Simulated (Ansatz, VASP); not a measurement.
# CaSe: VASP beside Ansatz

The input INCAR:

```
SYSTEM = CaSe
  PREC = Accurate
  ENCUT = 520
  EDIFF = 1E-7
  ISMEAR = 0
  SIGMA = 0.01
  LREAL = .False.
  LASPH = .True.
  NELM = 80
  ALGO = Normal
  ISIF = 2
  LWAVE = .False.
  LCHARG = .False.
  GGA = PE
  NBANDS = 15
```

KPOINTS

```
Automatic mesh
0
Gamma
  8 8 8
  0 0 0
```

POSCAR

```
CaSe
1.0
    3.6347849158      0.0000000000      0.0000000000
    0.0000000000      3.6347849158      0.0000000000
    0.0000000000      0.0000000000      3.6347849158
Ca Se
1 1
Direct
    0.0000000000      0.0000000000      0.0000000000
    0.5000000000      0.5000000000      0.5000000000
```

Input for Ansatz:

```yaml
crystal:
  lattice:
    - [3.6347849158, 0.0, 0.0]
    - [0.0, 3.6347849158, 0.0]
    - [0.0, 0.0, 3.6347849158]
  atoms:
    - { symbol: Ca, position: [0.0, 0.0, 0.0] }
    - { symbol: Se, position: [0.5, 0.5, 0.5] }
kpoints:
  mp_grid: { grid: [8, 8, 8] }
  band_path:
    path:
      - [0.0, 0.0, 0.0]
      - [0.0, 0.5, 0.0]
      - [0.5, 0.5, 0.0]
      - [0.5, 0.5, 0.5]
      - [0.0, 0.5, 0.5]
    npoints: 1
hamiltonian:
  xc: pbe
scf:
  occupations: { method: fixed }
  n_extra_bands: 4
output:
  forces: true
  stress: true
  eigenvalues: true
```

Alike in both runs: task single point; functional PBE; k mesh 8 × 8 × 8; no spin polarisation.

|  | VASP | Ansatz |
| --- | --- | --- |
| version | VASP 6.6.1 | Ansatz 0.2.0 |
| potentials or method | VASP PAW PBE potentials, release 64 (Ca_sv, Se) | plane waves, PAW |
| plane-wave cutoff (eV) | 520 | 420 |
| occupations | gaussian, width 0.01 eV | fixed |
| valence electrons in the cell | 16 | 26 |

|  | VASP | Ansatz | Ansatz less VASP |
| --- | --- | --- | --- |
| gap on the k mesh at the Fermi level (eV) | 0.76 | 0.77 | +0.007 |
| pressure (GPa) | 0.8 | 0.6 | -0.17 |

VASP's potentials hold 16 valence electrons a cell and Ansatz's 26, so a difference there can come from the potentials and not from the codes.
